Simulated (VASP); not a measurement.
Write the native input for VASP 6.6.1 that does the following.

```
Task                   : single point
Functional             : r2SCAN
Potentials or basis    : VASP PAW PBE potentials, release 64 (As, S)
Cutoff                 : 520 eV
k mesh                 : 4 × 4 × 4
Occupations            : gaussian, width 0.1 eV
Spin                   : no spin polarisation
Dipole correction      : no
Further INCAR settings : ALGO = Normal; EDIFF = 1e-06; NBANDS = 18
```

As3S:

```
As S
1.0
     4.33657    0.00000    0.00000
     0.00000    4.33657    0.00000
     0.00000    0.00000    4.33657
As S
3 1
Direct
  0.00000 0.50000 0.50000
  0.50000 0.00000 0.50000
  0.50000 0.50000 0.00000
  0.00000 0.00000 0.00000
```

The input as run:

POSCAR

```
As3S
1.0
    4.3365742199      0.0000000000      0.0000000000
    0.0000000000      4.3365742199      0.0000000000
    0.0000000000      0.0000000000      4.3365742199
As S
3 1
Direct
    0.0000000000      0.5000000000      0.5000000000
    0.5000000000      0.0000000000      0.5000000000
    0.5000000000      0.5000000000      0.0000000000
    0.0000000000      0.0000000000      0.0000000000
```

INCAR.step1

```
SYSTEM = As3S
  ALGO = Normal
  EDIFF = 1E-4
  ENCUT = 520
  GGA = PE
  ISMEAR = 0
  LASPH = .True.
  LCHARG = .False.
  LREAL = .False.
  LWAVE = .True.
  NBANDS = 18
  NELM = 100
  PREC = Accurate
  SIGMA = 0.1
```

INCAR.step2

```
SYSTEM = As3S
  ALGO = Normal
  EDIFF = 1E-6
  ENCUT = 520
  ISIF = 2
  ISMEAR = 0
  ISTART = 1
  LASPH = .True.
  LCHARG = .False.
  LMIXTAU = .True.
  LREAL = .False.
  LWAVE = .False.
  METAGGA = R2SCAN
  NBANDS = 18
  NELM = 100
  PREC = Accurate
  SIGMA = 0.1
```

KPOINTS

```
k-points
0
Gamma
  4 4 4
  0 0 0
```

Potentials or basis: VASP PAW PBE potentials, release 64 (As, S).

Command:

```bash
$ cat potpaw_PBE.64/As/POTCAR potpaw_PBE.64/S/POTCAR > POTCAR
$ cp INCAR.step1 INCAR
$ mpirun -np 1 vasp_std > vasp.out
$ cp INCAR.step2 INCAR
$ mpirun -np 1 vasp_std > vasp.out
```

It gave:

```
Pressure               : -6.8 GPa
Band gap on the k mesh : zero (an odd number of electrons rules out a gap without spin polarisation)
```

Caveat: the k points lie up to 0.36 Å⁻¹ apart, too coarse for converged energies and pressures of a metal; the PAW data sets were made with another functional, which shifts forces and pressure a little; an odd number of electrons without spin polarisation forces a metal; a magnetic or distorted state may lie lower.

Wall time 39 s on 1 thread of Intel(R) Xeon(R) Platinum 8488C (Sapphire Rapids) (shared host), peak memory 0.19 GiB.
